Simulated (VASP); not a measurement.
# Co2SbS2 (I4/mmm) in VASP: single point with PBEsol

Aim: the single point of Co2SbS2 with PBEsol.

All numbers are computed with VASP 6.6.1; they aren't measurements. Logs are shortened: lines on timing, memory, paths and dates and some standing lists are left out, and cuts for length are marked.

**1. The cell of the first run**

It takes space group I4/mmm (No. 139, tetragonal). The conventional cell has a = 3.683 Å, b = 3.683 Å, c = 12.921 Å, α = 90.00°, β = 90.00°, γ = 90.00°. Within 4.2 Å of Sb (site symmetry 4/mmm) lie 8 S at 3.22 Å and 4 Sb at 3.68 Å and 8 Co at 3.72 Å. S (site symmetry 4mm) has 4 Co at 2.28 Å within 3.0 Å. Within 3.0 Å of Co (site symmetry -4m2) lie 4 S at 2.28 Å and 4 Co at 2.60 Å.

**2. Single point, PBEsol**

File INCAR:

```
  ALGO = Normal
  EDIFF = 1E-6
  ENCUT = 520
  GGA = PS
  ISIF = 2
  ISMEAR = 0
  LASPH = T
  LCHARG = T
  LELF = T
  LREAL = F
  LVHAR = T
  LWAVE = F
  NBANDS = 26
  NELM = 80
  PREC = Accurate
  SIGMA = 0.1026
```

File KPOINTS:

```
k-points
0
Gamma
  10 10 10
```

File POSCAR:

```
Co2SbS2
1.0
    0.0000000000      3.6833430000      0.0000000000
    3.6833430000      0.0000000000      0.0000000000
    1.8416720000      1.8416720000     -6.4603670000
Sb S Co
1 2 2
Direct
    0.0000000000      0.0000000000      0.0000000000
    0.3537000000      0.3537000000      0.2926000000
    0.6463000000      0.6463000000      0.7074000000
    0.7500000000      0.2500000000      0.5000000000
    0.2500000000      0.7500000000      0.5000000000
```

Potentials or basis: VASP PAW PBE potentials, release 64 (Sb, S, Co).

Started as:

```bash
> cat potpaw_PBE.64/Sb/POTCAR potpaw_PBE.64/S/POTCAR potpaw_PBE.64/Co/POTCAR > POTCAR
> mpirun -np 1 vasp_std > vasp.out
```

OUTCAR:

```text
EDIFF = 1E-6
   ENCUT = 520
   GGA = PS
   ISIF = 2
   ISMEAR = 0
   LASPH = T
   LREAL = F
   NELM = 80
   PREC = Accurate

 ion  position               nearest neighbor table
   1  0.000  0.000  0.000-   3 3.22   2 3.22   3 3.22   2 3.22   2 3.22   3 3.22   3 3.22   2 3.22

   2  0.354  0.354  0.293-   5 2.28   4 2.28   4 2.28   5 2.28   1 3.22   1 3.22   1 3.22   1 3.22

   3  0.646  0.646  0.707-   5 2.28   4 2.28   4 2.28   5 2.28   1 3.22   1 3.22   1 3.22   1 3.22

   4  0.750  0.250  0.500-   2 2.28   3 2.28   3 2.28   2 2.28   5 2.60   5 2.60   5 2.60   5 2.60

   5  0.250  0.750  0.500-   2 2.28   3 2.28   3 2.28   2 2.28   4 2.60   4 2.60   4 2.60   4 2.60

  LATTYP: Found a body centered tetragonal cell.
 ALAT       =     3.6833430000
 C/A-ratio  =     3.5078823775

  Lattice vectors:

 A1 = (  -1.8416720000,   1.8416710000,   6.4603670000)
 A2 = (   1.8416710000,  -1.8416720000,   6.4603670000)
 A3 = (   1.8416720000,   1.8416720000,  -6.4603670000)

Analysis of symmetry for initial positions (statically):
=====================================================================
 Subroutine PRICEL returns:
 Original cell was already a primitive cell.

 Routine SETGRP: Setting up the symmetry group for a
 body centered tetragonal supercell.

 Subroutine GETGRP returns: Found 16 space group operations
 (whereof 16 operations were pure point group operations)
 out of a pool of 16 trial point group operations.

The static configuration has the point symmetry D_4h.

Analysis of symmetry for dynamics (positions and initial velocities):
=====================================================================
 Subroutine PRICEL returns:
 Original cell was already a primitive cell.

 Routine SETGRP: Setting up the symmetry group for a
 body centered tetragonal supercell.

 Subroutine GETGRP returns: Found 16 space group operations
 (whereof 16 operations were pure point group operations)
 out of a pool of 16 trial point group operations.

The dynamic configuration has the point symmetry D_4h.

 Subroutine INISYM returns: Found 16 space group operations
 (whereof 16 operations are pure point group operations),
 and found     1 'primitive' translations

----------------------------------------------------------------------------------------

                                     Primitive cell

  volume of cell :      87.6479

  direct lattice vectors                    reciprocal lattice vectors
     0.000000000  3.683343000  0.000000000     0.000000000  0.271492500  0.077395005
     3.683343000  0.000000000  0.000000000     0.271492500  0.000000000  0.077395005
     1.841672000  1.841672000 -6.460367000     0.000000000  0.000000000 -0.154789968

  length of vectors
     3.683343000  3.683343000  6.965619376     0.282308633  0.282308633  0.154789968

  position of ions in fractional coordinates (direct lattice)
     0.000000000  0.000000000  0.000000000
     0.353700000  0.353700000  0.292600000
     0.646300000  0.646300000  0.707400000
     0.750000000  0.250000000  0.500000000
     0.250000000  0.750000000  0.500000000

  ion indices of the primitive-cell ions
   primitive index   ion index
                 1           1
                 2           2
                 3           3
                 4           4
                 5           5

----------------------------------------------------------------------------------------

 KPOINTS: k-points

Automatic generation of k-mesh.
 Grid dimensions read from file:
 generate k-points for:   10   10   10

 Generating k-lattice:

  Cartesian coordinates                     Fractional coordinates (reciprocal lattice)
     0.000000000  0.027149250  0.007739500     0.100000000  0.000000000 -0.000000000
     0.027149250  0.000000000  0.007739500     0.000000000  0.100000000 -0.000000000
     0.000000000  0.000000000 -0.015478997     0.000000000  0.000000000  0.100000000

  Length of vectors
     0.028230863  0.028230863  0.015478997

  Shift w.r.t. Gamma in fractional coordinates (k-lattice)
     0.000000000  0.000000000  0.000000000

 Subroutine IBZKPT returns following result:
 ===========================================

 Found    102 irreducible k-points:

 Following reciprocal coordinates:
            Coordinates               Weight
  0.000000  0.000000  0.000000      1.000000
  0.100000  0.000000  0.000000      8.000000
  0.200000  0.000000  0.000000      8.000000
  0.300000  0.000000  0.000000      8.000000
  0.400000  0.000000  0.000000      8.000000
  0.500000  0.000000  0.000000      4.000000
[... 16 lines left out ...]
  0.300000  0.300000  0.000000      8.000000
  0.400000  0.300000  0.000000     16.000000
 [... further k-points ...]
   k-points           NKPTS =    102   k-points in BZ     NKDIM =    102   number of bands    NBANDS=     26
   number of dos      NEDOS =    301   number of ions     NIONS =      5
   total plane-waves  NPLWV =  42336
   dimension x,y,z NGX =    28 NGY =   28 NGZ =   54
   dimension x,y,z NGXF=    56 NGYF=   56 NGZF=  108
   ions per type =               1   2   2
   NGX,Y,Z   is equivalent  to a cutoff of  12.64, 12.64, 12.89 a.u.
   NGXF,Y,Z  is equivalent  to a cutoff of  25.28, 25.28, 25.78 a.u.
 SYSTEM =  unknown system
   PREC   = accura    normal or accurate (medium, high low for compatibility)
   ISTART =      0    job   : 0-new  1-cont  2-samecut
   ICHARG =      2    charge: 1-file 2-atom 10-const
   ISPIN  =      1    spin polarized calculation?
   LNONCOLLINEAR =      F non collinear calculations
   LSORBIT =      F    spin-orbit coupling
   LASPH  =      T    aspherical Exc in radial PAW
   ENCUT  =  520.0 eV  38.22 Ry    6.18 a.u.   6.85  6.85 12.95*2*pi/ulx,y,z
   NELM   =     80;   NELMIN=  2; NELMDL= -5     # of ELM steps
   EDIFF  = 0.1E-05   stopping-criterion for ELM
   LREAL  =      F    real-space projection
   EDIFFG = 0.1E-04   stopping-criterion for IOM
   NSW    =      0    number of steps for IOM
   IBRION =     -1    ionic relax: 0-MD 1-quasi-New 2-CG
   NFREE  =      0    steps in history (QN), initial steepest desc. (CG)
   ISIF   =      2    stress and relaxation
   ISYM   =      2    0-nonsym 1-usesym 2-fastsym
   POTIM  = 0.5000    time-step for ionic-motion
   TEBEG  =    0.0;   TEEND  =   0.0 temperature during run
   PSTRESS=    0.0 pullay stress
   NELECT =      35.0000    total number of electrons
   NUPDOWN=      -1.0000    fix difference up-down
   EMIN   =  10.00;   EMAX   =-10.00  energy-range for DOS
   EFERMI =   0.00;   METHOD = LEGACY
   ISMEAR =     0;   SIGMA  =   0.10  broadening in eV -4-tet -1-fermi 0-gaus
   EFERMI_NEDOS =   21; number of points for ismear=-14 and -15
   IALGO  =     38    algorithm
   IMIX   =      4    mixing-type and parameters
     AMIX     =   0.40;   BMIX     =  1.00
     AMIX_MAG =   1.60;   BMIX_MAG =  1.00
  volume/ion in A,a.u.               =      17.53       118.30
  Fermi-wavevector in a.u.,A,eV,Ry     =   1.205546  2.278151 19.773897  1.453340
  Thomas-Fermi vector in A             =   2.341239
   LORBIT       =      0    0 simple, 1 ext, 2 COOP (PROOUT), +10 PAW based schemes
   GGA     = PS    functional components
   LHFCALC =     F    Hartree Fock is set to
   AEXX    =    0.0000 exact exchange contribution
   IVDW    =     0    specifies the selected vdW correction
   LEPSILON=     F    determine dielectric tensor
   LRPA    =     F    only Hartree local field effects (RPA)
 non-spin polarized calculation
 Gauss-broadening in eV      SIGMA  =   0.10
  energy-cutoff  :      520.00
  volume of cell :       87.65
 maximum number of plane-waves:      2388
   NGX = 13   NGY = 13   NGZ = 25

 number of electron      35.0000001 magnetization

 Free energy of the ion-electron system (eV)
  ---------------------------------------------------
  ext. energy  EPLUGINS =         0.00000000
  ---------------------------------------------------
  free energy    TOTEN  =       -29.09418683 eV

  energy without entropy =      -29.06700150  energy(sigma->0) =      -29.08059416

 E-fermi :   7.6895     XC(G=0): -11.0226

 val. band max:        7.6890605603   @ k =  -0.2000   0.0000   0.1000
 cond. band min:       7.6924030028   @ k =   0.5000   0.5000   0.1000
 fundamental gap:      0.0033424425
 Fermi energy:         7.6894550102

 k-point     1 :       0.0000    0.0000    0.0000
  band No.  band energies     occupation
      1      -7.4103      2.00000
      2      -6.2373      2.00000
      3      -2.1770      2.00000
      4       2.0620      2.00000
      5       2.5669      2.00000
      6       2.7972      2.00000
[... 18 lines left out ...]
     25      12.8300      0.00000
     26      14.2719      0.00000

 k-point     2 :       0.1000    0.0000    0.0000
  band No.  band energies     occupation
      1      -7.3429      2.00000
      2      -6.2246      2.00000
      3      -2.1139      2.00000
      4       2.0079      2.00000
      5       2.1759      2.00000
      6       2.8275      2.00000
[... 18 lines left out ...]
     25      13.0490      0.00000
     26      13.5919      0.00000

 k-point     3 :       0.2000    0.0000    0.0000
  band No.  band energies     occupation
      1      -7.1524      2.00000
      2      -6.1934      2.00000
      3      -1.9674      2.00000
      4       1.5930      2.00000
      5       1.9419      2.00000
      6       2.9107      2.00000
[... 572 lines left out ...]
 k-point    23 :       0.3000    0.3000    0.0000
  band No.  band energies     occupation
      1      -6.4141      2.00000
      2      -6.0744      2.00000
      3      -1.4287      2.00000
      4       1.4204      2.00000
      5       1.6249      2.00000
      6       2.6999      2.00000
[... 18 lines left out ...]
     25      14.3518      0.00000
     26      15.3441      0.00000

 k-point    24 :       0.4000    0.3000    0.0000
  band No.  band energies     occupation
      1      -6.2006      2.00000
      2      -6.0440      2.00000
      3      -1.2380      2.00000
      4       1.2635      2.00000
      5       1.4353      2.00000
      6       2.4763      2.00000
[... 18 lines left out ...]
     25      14.6431      0.00000
     26      15.2215      0.00000

 [... further k-points ...]

------------------------ aborting loop because EDIFF is reached ----------------------------------------

  FORCE on cell =-STRESS in cart. coord.  units (eV):
  Direction    XX          YY          ZZ          XY          YZ          ZX
  --------------------------------------------------------------------------------------
  -------------------------------------------------------------------------------------
  Total       -7.4856580     -7.4856580     -4.7134499     -0.0000000      0.0000004      0.0000004
  in kB     -136.8355838   -136.8355838    -86.1604500     -0.0000000      0.0000067      0.0000067
  external PRESSURE =    -119.9438726 kB  Pullay stress =       0.0000000 kB

 VOLUME and BASIS-vectors are now :
 -----------------------------------------------------------------------------
  energy-cutoff  :      520.00
  volume of cell :       87.65
      direct lattice vectors                 reciprocal lattice vectors
     0.000000000  3.683343000  0.000000000     0.000000000  0.271492500  0.077395005
     3.683343000  0.000000000  0.000000000     0.271492500  0.000000000  0.077395005
     1.841672000  1.841672000 -6.460367000     0.000000000  0.000000000 -0.154789968

 POSITION                                       TOTAL-FORCE (eV/Angst)
 -----------------------------------------------------------------------------------
      0.00000      0.00000      0.00000         0.000000      0.000000      0.000000
      1.84167      1.84167     -1.89030         0.000000      0.000000     -1.528777
      3.68334      3.68334     -4.57006        -0.000000     -0.000000      1.528777
      1.84167      3.68334     -3.23018         0.000000     -0.000000      0.000000
      3.68334      1.84167     -3.23018        -0.000000      0.000000      0.000000
 -----------------------------------------------------------------------------------
    total drift:                                0.000000      0.000000     -0.000000

  FREE ENERGIE OF THE ION-ELECTRON SYSTEM (eV)
  ---------------------------------------------------
  free  energy   TOTEN  =       -29.0941868279 eV

  energy  without entropy=      -29.0670014986  energy(sigma->0) =      -29.08059416
```

Run time: 2 min. Hardware: 1 thread of Intel Xeon Platinum 8559C (Emerald Rapids), shared host; peak memory 0.36 GiB.

Results:

```yaml
Free_energy: -29.0942 eV
Pressure: -12.0 GPa
Largest_force: 1.529 eV/Å
```

Forces on the atoms (eV/Å):
```
Sb   0.000  0.000  0.000
S    0.000  0.000 -1.529
S    0.000  0.000  1.529
Co   0.000  0.000  0.000
Co   0.000  0.000  0.000
```

Stress tensor (GPa, compression positive):
```
-13.68   0.00   0.00
  0.00 -13.68   0.00
  0.00   0.00  -8.62
```

Caveat: the PAW data sets were made with another functional, which shifts forces and pressure a little; spin-orbit coupling is left out, which moves the levels of the heavy elements; the run has no spin polarisation, though such a crystal can be magnetic.
